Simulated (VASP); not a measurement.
# N in VASP: notebook

N is run at these levels: PBE+D3(BJ); tasks: single point.

Program: VASP 6.6.1. These are calculated values, not measurements. Logs are shortened: lines on timing, memory, paths and dates and some standing lists are left out, and cuts for length are marked.

**1. The cell of the first run**

The cell holds a disordered packing, 12 atoms: a = 7.261 Å, b = 7.261 Å, c = 7.261 Å, α = 90.00°, β = 90.00°, γ = 90.00°.

**2. Single point, PBE+D3(BJ)**

The input, INCAR:

```
PREC = Accurate
ENCUT = 520
EDIFF = 1E-6
ISMEAR = -1
SIGMA = 0.05
LREAL = False
LASPH = True
NELM = 100
ALGO = Normal
ISIF = 2
LWAVE = False
LCHARG = False
GGA = PE
IVDW = 12
NBANDS = 42
```

The input, KPOINTS:

```
regular mesh
0
Gamma
  1 1 1
```

The input, POSCAR:

```
N
1.0
    7.2609030000      0.0000000000      0.0000000000
    0.0000000000      7.2609030000      0.0000000000
    0.0000000000      0.0000000000      7.2609030000
N
12
Direct
    0.3926784313      0.7659240180      0.1791237261
    0.5116030334      0.6765274237      0.2258121338
    1.0067067416      0.5069204202      0.3515127526
    0.9900421477      0.3857371459      0.4401656378
    0.9130269334      0.2284151159      1.0202450026
    0.9966804404      0.1625142217      0.9164011694
    0.4278118025      0.3829964400      0.5362142973
    0.3863431312      0.2899639342      0.6478119870
    0.1444448438      0.7202685396      0.8065112562
    0.1680644956      0.7862796129      0.6741585723
    0.6907818490      0.8486960919      0.7342888343
    0.7352804465      0.7505402565      0.8453494008
```

Potentials or basis: VASP PAW PBE potentials, release 64 (N).

Command:

```
$ cat potpaw_PBE.64/N/POTCAR > POTCAR
$ mpirun -np 1 vasp_gam > vasp.out
```

OUTCAR:

```text
PREC = Accurate
   ENCUT = 520
   EDIFF = 1E-6
   ISMEAR = -1
   LREAL = False
   LASPH = True
   NELM = 100
   ISIF = 2
   GGA = PE
   IVDW = 12
 IVDW          = 12

 ion  position               nearest neighbor table
   1  0.393  0.766  0.179-   2 1.13
   2  0.512  0.677  0.226-   1 1.13
   3  0.007  0.507  0.352-   4 1.10
   4  0.990  0.386  0.440-   3 1.10
   5  0.913  0.228  0.020-   6 1.08
   6  0.997  0.163  0.916-   5 1.08
   7  0.428  0.383  0.536-   8 1.10
   8  0.386  0.290  0.648-   7 1.10
   9  0.144  0.720  0.807-  10 1.09
  10  0.168  0.786  0.674-   9 1.09
  11  0.691  0.849  0.734-  12 1.12
  12  0.735  0.751  0.845-  11 1.12

  LATTYP: Found a simple cubic cell.
 ALAT       =     7.2609030000

  Lattice vectors:

 A1 = (   7.2609030000,   0.0000000000,   0.0000000000)
 A2 = (   0.0000000000,   7.2609030000,   0.0000000000)
 A3 = (   0.0000000000,   0.0000000000,   7.2609030000)

Analysis of symmetry for initial positions (statically):
=====================================================================
 Subroutine PRICEL returns:
 Original cell was already a primitive cell.

 Routine SETGRP: Setting up the symmetry group for a
 simple cubic supercell.

 Subroutine GETGRP returns: Found  1 space group operations
 (whereof  1 operations were pure point group operations)
 out of a pool of 48 trial point group operations.

The static configuration has the point symmetry C_1 .

Analysis of symmetry for dynamics (positions and initial velocities):
=====================================================================
 Subroutine PRICEL returns:
 Original cell was already a primitive cell.

 Routine SETGRP: Setting up the symmetry group for a
 simple cubic supercell.

 Subroutine GETGRP returns: Found  1 space group operations
 (whereof  1 operations were pure point group operations)
 out of a pool of 48 trial point group operations.

The dynamic configuration has the point symmetry C_1 .

 Subroutine INISYM returns: Found  1 space group operations
 (whereof  1 operations are pure point group operations),
 and found     1 'primitive' translations

----------------------------------------------------------------------------------------

                                     Primitive cell

  volume of cell :     382.8000

  direct lattice vectors                    reciprocal lattice vectors
     7.260903000  0.000000000  0.000000000     0.137723917  0.000000000  0.000000000
     0.000000000  7.260903000  0.000000000     0.000000000  0.137723917  0.000000000
     0.000000000  0.000000000  7.260903000     0.000000000  0.000000000  0.137723917

  length of vectors
     7.260903000  7.260903000  7.260903000     0.137723917  0.137723917  0.137723917

  position of ions in fractional coordinates (direct lattice)
     0.392678431  0.765924018  0.179123726
     0.511603033  0.676527424  0.225812134
     0.006706742  0.506920420  0.351512753
     0.990042148  0.385737146  0.440165638
     0.913026933  0.228415116  0.020245003
     0.996680440  0.162514222  0.916401169
     0.427811803  0.382996440  0.536214297
     0.386343131  0.289963934  0.647811987
     0.144444844  0.720268540  0.806511256
     0.168064496  0.786279613  0.674158572
     0.690781849  0.848696092  0.734288834
     0.735280446  0.750540257  0.845349401

  ion indices of the primitive-cell ions
   primitive index   ion index
                 1           1
                 2           2
                 3           3
                 4           4
                 5           5
                 6           6
                 7           7
                 8           8
                 9           9
                10          10
                11          11
                12          12

----------------------------------------------------------------------------------------

 KPOINTS: regular mesh

Automatic generation of k-mesh.
 Grid dimensions read from file:
 generate k-points for:    1    1    1

 Generating k-lattice:

  Cartesian coordinates                     Fractional coordinates (reciprocal lattice)
     0.137723917  0.000000000  0.000000000     1.000000000  0.000000000  0.000000000
     0.000000000  0.137723917  0.000000000     0.000000000  1.000000000  0.000000000
     0.000000000  0.000000000  0.137723917     0.000000000  0.000000000  1.000000000

  Length of vectors
     0.137723917  0.137723917  0.137723917

  Shift w.r.t. Gamma in fractional coordinates (k-lattice)
     0.000000000  0.000000000  0.000000000

 Subroutine IBZKPT returns following result:
 ===========================================

 Found      1 irreducible k-points:

 Following reciprocal coordinates:
            Coordinates               Weight
  0.000000  0.000000  0.000000      1.000000
   k-points           NKPTS =      1   k-points in BZ     NKDIM =      1   number of bands    NBANDS=     42
   number of dos      NEDOS =    301   number of ions     NIONS =     12
   total plane-waves  NPLWV = 157464
   dimension x,y,z NGX =    54 NGY =   54 NGZ =   54
   dimension x,y,z NGXF=   108 NGYF=  108 NGZF=  108
   ions per type =              12
   NGX,Y,Z   is equivalent  to a cutoff of  12.36, 12.36, 12.36 a.u.
   NGXF,Y,Z  is equivalent  to a cutoff of  24.73, 24.73, 24.73 a.u.
 SYSTEM =  unknown system
   PREC   = accura    normal or accurate (medium, high low for compatibility)
   ISTART =      0    job   : 0-new  1-cont  2-samecut
   ICHARG =      2    charge: 1-file 2-atom 10-const
   ISPIN  =      1    spin polarized calculation?
   LNONCOLLINEAR =      F non collinear calculations
   LSORBIT =      F    spin-orbit coupling
   LASPH  =      T    aspherical Exc in radial PAW
   ENCUT  =  520.0 eV  38.22 Ry    6.18 a.u.  13.50 13.50 13.50*2*pi/ulx,y,z
   NELM   =    100;   NELMIN=  2; NELMDL= -5     # of ELM steps
   EDIFF  = 0.1E-05   stopping-criterion for ELM
   LREAL  =      F    real-space projection
   EDIFFG = 0.1E-04   stopping-criterion for IOM
   NSW    =      0    number of steps for IOM
   IBRION =     -1    ionic relax: 0-MD 1-quasi-New 2-CG
   NFREE  =      0    steps in history (QN), initial steepest desc. (CG)
   ISIF   =      2    stress and relaxation
   ISYM   =      2    0-nonsym 1-usesym 2-fastsym
   POTIM  = 0.5000    time-step for ionic-motion
   TEBEG  =    0.0;   TEEND  =   0.0 temperature during run
   PSTRESS=    0.0 pullay stress
   NELECT =      60.0000    total number of electrons
   NUPDOWN=      -1.0000    fix difference up-down
   EMIN   =  10.00;   EMAX   =-10.00  energy-range for DOS
   EFERMI =   0.00;   METHOD = LEGACY
   ISMEAR =    -1;   SIGMA  =   0.05  broadening in eV -4-tet -1-fermi 0-gaus
   EFERMI_NEDOS =   21; number of points for ismear=-14 and -15
   IALGO  =     38    algorithm
   IMIX   =      4    mixing-type and parameters
     AMIX     =   0.40;   BMIX     =  1.00
     AMIX_MAG =   1.60;   BMIX_MAG =  1.00
  volume/ion in A,a.u.               =      31.90       215.27
  Fermi-wavevector in a.u.,A,eV,Ry     =   0.882676  1.668016 10.600527  0.779117
  Thomas-Fermi vector in A             =   2.003339
   LORBIT       =      0    0 simple, 1 ext, 2 COOP (PROOUT), +10 PAW based schemes
   GGA     = PE    functional components
   LHFCALC =     F    Hartree Fock is set to
   AEXX    =    0.0000 exact exchange contribution
   IVDW    =    12    specifies the selected vdW correction
   LEPSILON=     F    determine dielectric tensor
   LRPA    =     F    only Hartree local field effects (RPA)
 non-spin polarized calculation
  energy-cutoff  :      520.00
  volume of cell :      382.80
 maximum number of plane-waves:      5198
 NGX is ok and might be reduce to    54
   NGX = 27   NGY = 27   NGZ = 27

 number of electron      60.0000001 magnetization

 Free energy of the ion-electron system (eV)
  ---------------------------------------------------
  ext. energy  EPLUGINS =         0.00000000
  ---------------------------------------------------
  free energy    TOTEN  =       -99.64236963 eV

  energy without entropy =      -99.64236963  energy(sigma->0) =      -99.64236963

 E-fermi :  -6.2302     XC(G=0):  -5.2029

 val. band max:       -7.4821000619   @ k =   0.0000   0.0000   0.0000
 cond. band min:      -0.1933222843   @ k =   0.0000   0.0000   0.0000
 fundamental gap:      7.2887777776
 Fermi energy:        -6.2302167839

 k-point     1 :       0.0000    0.0000    0.0000
  band No.  band energies     occupation
      1     -26.2774      2.00000
      2     -26.1672      2.00000
      3     -26.0590      2.00000
      4     -25.9759      2.00000
      5     -25.6845      2.00000
      6     -25.3315      2.00000
[... 34 lines left out ...]
     41       0.9227      0.00000
     42       1.0100      0.00000

------------------------ aborting loop because EDIFF is reached ----------------------------------------

 Edisp (eV)   -0.44671

 E8    (eV) :    -0.1056

  FORCE on cell =-STRESS in cart. coord.  units (eV):
  Direction    XX          YY          ZZ          XY          YZ          ZX
  --------------------------------------------------------------------------------------
  -------------------------------------------------------------------------------------
  Total       0.51553     2.82234     7.69117     1.18396    -1.09373    -4.83058
  in kB       2.15771    11.81267    32.19073     4.95536    -4.57772   -20.21799
  external pressure =       15.39 kB  Pullay stress =        0.00 kB

 VOLUME and BASIS-vectors are now :
 -----------------------------------------------------------------------------
  energy-cutoff  :      520.00
  volume of cell :      382.80
      direct lattice vectors                 reciprocal lattice vectors
     7.260903000  0.000000000  0.000000000     0.137723917  0.000000000  0.000000000
     0.000000000  7.260903000  0.000000000     0.000000000  0.137723917  0.000000000
     0.000000000  0.000000000  7.260903000     0.000000000  0.000000000  0.137723917

 POSITION                                       TOTAL-FORCE (eV/Angst)
 -----------------------------------------------------------------------------------
      2.85120      5.56130      1.30060         2.023487     -1.500194      0.825690
      3.71470      4.91220      1.63960        -2.014127      1.546134     -0.799696
      0.04870      3.68070      2.55230         0.260231      2.095793     -1.522320
      7.18860      2.80080      3.19600        -0.348714     -2.064180      1.528143
      6.62940      1.65850      0.14700        -3.220562      2.507367      3.924407
      7.23680      1.18000      6.65390         3.206754     -2.501532     -3.972630
      3.10630      2.78090      3.89340         0.736149      1.540316     -1.857344
      2.80520      2.10540      4.70370        -0.658876     -1.613692      1.938628
      1.04880      5.22980      5.85600        -0.580350     -1.900508      3.719549
      1.22030      5.70910      4.89500         0.737636      1.889961     -3.747285
      5.01570      6.16230      5.33160         0.391446     -0.966573      1.094656
      5.33880      5.44960      6.13800        -0.533074      0.967107     -1.131798
 -----------------------------------------------------------------------------------
    total drift:                               -0.000305     -0.000417     -0.000136

  FREE ENERGIE OF THE ION-ELECTRON SYSTEM (eV)
  ---------------------------------------------------
  free  energy   TOTEN  =      -100.0890818435 eV

  energy  without entropy=     -100.0890818434  energy(sigma->0) =     -100.08908184
```

Run time: 28 s. Hardware: 1 thread of Intel Xeon Platinum 8488C (Sapphire Rapids), shared host; peak memory 0.34 GiB.

What came out:

| Quantity | Value |
| --- | --- |
| Free energy | -100.0891 eV |
| Pressure | 1.5 GPa |
| Largest force | 5.685 eV/Å |
| Dispersion energy per atom | -0.037 eV |

Forces on the atoms (eV/Å):
```
N    2.023 -1.500  0.826
N   -2.014  1.546 -0.800
N    0.260  2.096 -1.522
N   -0.349 -2.064  1.528
N   -3.221  2.507  3.924
N    3.207 -2.502 -3.973
N    0.736  1.540 -1.857
N   -0.659 -1.614  1.939
N   -0.580 -1.901  3.720
N    0.738  1.890 -3.747
N    0.391 -0.967  1.095
N   -0.533  0.967 -1.132
```

Levels at points of the mesh, in eV from the Fermi level:
| k point | band 27 | band 28 | band 29 | band 30 | band 31 | band 32 | band 33 | band 34 |
| --- | --- | --- | --- | --- | --- | --- | --- | --- |
| (0.00, 0.00, 0.00) | -1.50 | -1.41 | -1.36 | -1.25 | 6.04 | 6.17 | 6.39 | 6.45 |

Caveat: the k points lie up to 0.87 Å⁻¹ apart, too coarse for converged energies, forces and pressures; the standard files for N, O and F lose accuracy on very short bonds.

(Continued in part 2 of 3.)
